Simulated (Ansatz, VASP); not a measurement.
## One calculation of C, two programs

File POSCAR:

```
C
1.0
    2.3843477009      0.0000000000      0.0000000000
   -1.1921738505      2.0649056805      0.0000000000
    0.0000000000      0.0000000000      8.4873327404
C
8
Direct
    0.0000000000      0.0000000000      0.0929334757
    0.0000000000      0.0000000000      0.5929334757
    0.0000000000      0.0000000000      0.4070665243
    0.0000000000      0.0000000000      0.9070665243
    0.3333333333      0.6666666667      0.1554962089
    0.6666666667      0.3333333333      0.6554962089
    0.3333333333      0.6666666667      0.3445037911
    0.6666666667      0.3333333333      0.8445037911
```

Contents of INCAR.step1:

```
PREC = Accurate
ENCUT = 520
ISMEAR = 0
SIGMA = 0.05
LREAL = False
LASPH = True
NELM = 80
NBANDS = 26
GGA = PE
ALGO = Normal
EDIFF = 1E-4
LWAVE = True
LCHARG = False
```

Contents of INCAR.step2:

```
PREC = Accurate
ENCUT = 520
EDIFF = 1E-6
ISMEAR = 0
SIGMA = 0.05
LREAL = False
LASPH = True
NELM = 80
ALGO = Normal
ISIF = 2
LWAVE = False
LCHARG = False
METAGGA = R2SCAN
LMIXTAU = True
NBANDS = 26
ISTART = 1
```

The input KPOINTS:

```
Automatic mesh
0
Gamma
  12 12 4
```

Input for Ansatz:

```yaml
crystal:
  lattice:
    - [2.3843477009, 0.0, 0.0]
    - [-1.1921738505, 2.0649056805, 0.0]
    - [0.0, 0.0, 8.4873327404]
  atoms:
    - { symbol: C, position: [0.0, 0.0, 0.0929334757] }
    - { symbol: C, position: [0.0, 0.0, 0.5929334757] }
    - { symbol: C, position: [0.0, 0.0, 0.4070665243] }
    - { symbol: C, position: [0.0, 0.0, 0.9070665243] }
    - { symbol: C, position: [0.3333333333, 0.6666666667, 0.1554962089] }
    - { symbol: C, position: [0.6666666667, 0.3333333333, 0.6554962089] }
    - { symbol: C, position: [0.3333333333, 0.6666666667, 0.3445037911] }
    - { symbol: C, position: [0.6666666667, 0.3333333333, 0.8445037911] }
basis:
  ecutwfc: 500
kpoints:
  mp_grid: { grid: [12, 12, 4] }
hamiltonian:
  xc: r2scan
scf:
  occupations: { method: gaussian, width: 0.05 }
output:
  forces: true
  stress: true
  eigenvalues: true
```

Change from the starting cell: strain -0.050 along x and y, +0.025 along z, atoms carried along.

Alike in both runs: task single point; functional r2SCAN; k mesh 12 × 12 × 4; occupations gaussian, width 0.05 eV; no spin polarisation.

|  | VASP | Ansatz |
| --- | --- | --- |
| version | VASP 6.6.1 | Ansatz 0.2.0 |
| potentials or method | VASP PAW PBE potentials, release 64 (C), cutoff 520 eV | scalar-relativistic, plane waves, PAW |
| valence electrons in the cell | 32 | 32 |

|  | VASP | Ansatz | Ansatz less VASP |
| --- | --- | --- | --- |
| gap on the k mesh at the Fermi level (eV) | 3.72 | 3.76 | +0.043 |
| least direct gap on the mesh (eV) | 3.72 | 3.76 | +0.043 |
| pressure (GPa) | 45.7 | 44.1 | -1.50 |
| traceless stress, the component that is largest in VASP (GPa) | -73.24 | -72.75 | +0.490 |
| rms of the force components (eV/Å) | 0.130 | 0.109 | -0.0214 |

VASP's potentials were made for PBE, not for r2SCAN. Atom by atom the forces differ by 0.022 eV/Å (rms over components). Both programs put the cell under a high pressure, so it lies far from rest at this level. With one functional, cell and mesh, what is left measures potentials, basis and numerics.
